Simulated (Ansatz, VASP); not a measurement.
## SnO2: VASP beside Ansatz

File INCAR:

```
PREC = Accurate
ENCUT = 520
EDIFF = 1E-6
ISMEAR = -1
SIGMA = 0.02
LREAL = False
LASPH = True
NELM = 80
ALGO = Normal
ISIF = 2
LWAVE = False
LCHARG = False
GGA = PE
NBANDS = 35
```

Contents of KPOINTS:

```
regular mesh
0
Gamma
  6 6 8
```

File POSCAR:

```
SnO2
1.0
    4.7605168897      0.0000000000      0.0000000000
    0.0000000000      4.7607001850      0.0000000000
    0.0000000000      0.0000000000      3.2000489410
Sn O
2 4
Direct
    0.5000000000      0.5000000000      0.5000000000
    0.0000000000      0.0000000000      0.0000000000
    0.3058348047      0.3059224645      0.0000000000
    0.8058348047      0.1940775355      0.5000000000
    0.1941651953      0.8059224645      0.5000000000
    0.6941651953      0.6940775355      0.0000000000
```

Input for Ansatz:

```yaml
crystal:
  lattice:
    - [4.7605168897, 0.0, 0.0]
    - [0.0, 4.760700185, 0.0]
    - [0.0, 0.0, 3.200048941]
  atoms:
    - { symbol: Sn, position: [0.5, 0.5, 0.5] }
    - { symbol: Sn, position: [0.0, 0.0, 0.0] }
    - { symbol: O, position: [0.3058348047, 0.3059224645, 0.0] }
    - { symbol: O, position: [0.8058348047, 0.1940775355, 0.5] }
    - { symbol: O, position: [0.1941651953, 0.8059224645, 0.5] }
    - { symbol: O, position: [0.6941651953, 0.6940775355, 0.0] }
kpoints:
  mp_grid: { grid: [6, 6, 8] }
  band_path:
    path:
      - [[0.0, 0.0, 0.0], [-5.358206606376e-51, 0.50000962562, -1.551778958374e-34], [0.49999037438, 0.50000962562, -4.189344949425e-34], [0.0, 0.0, 0.0], [1.960690944083e-50, 9.391768141976e-51, 0.5], [1.960690944083e-50, 0.50000962562, 0.5], [0.49999037438, 0.50000962562, 0.5], [1.960690944083e-50, 9.391768141976e-51, 0.5]]
      - [[-5.358206606376e-51, 0.50000962562, -1.551778958374e-34], [1.960690944083e-50, 0.50000962562, 0.5]]
      - [[0.49999037438, 0.50000962562, -4.189344949425e-34], [0.49999037438, 0.50000962562, 0.5]]
    npoints: 10
hamiltonian:
  xc: pbe
scf:
  occupations: { method: fermi_dirac, width: 0.02 }
  n_extra_bands: 5
output:
  forces: true
  stress: true
  eigenvalues: true
```

Alike in both runs: task single point; functional PBE; k mesh 6 × 6 × 8; occupations fermi-dirac, width 0.02 eV; no spin polarisation.

|  | VASP | Ansatz |
| --- | --- | --- |
| version | VASP 6.6.1 | Ansatz 0.2.0 |
| potentials or method | VASP PAW PBE potentials, release 64 (Sn_d, O) | plane waves, PAW |
| plane-wave cutoff (eV) | 520 | 420 |
| valence electrons in the cell | 52 | 52 |

Ansatz gave:

```
gap on the k mesh at the Fermi level (eV)                     : 1.10
pressure (GPa)                                                : 7.7
traceless stress, the component that is largest in VASP (GPa) : 1.13
rms of the force components (eV/Å)                            : 0.014
```

Problem. What did VASP give for the same quantities?

Solution. gap on the k mesh at the Fermi level (eV): 1.09; pressure (GPa): 8.4; traceless stress, the component that is largest in VASP (GPa): 1.33; rms of the force components (eV/Å): 0.022.

Atom by atom the forces differ by 0.008 eV/Å (rms over components).
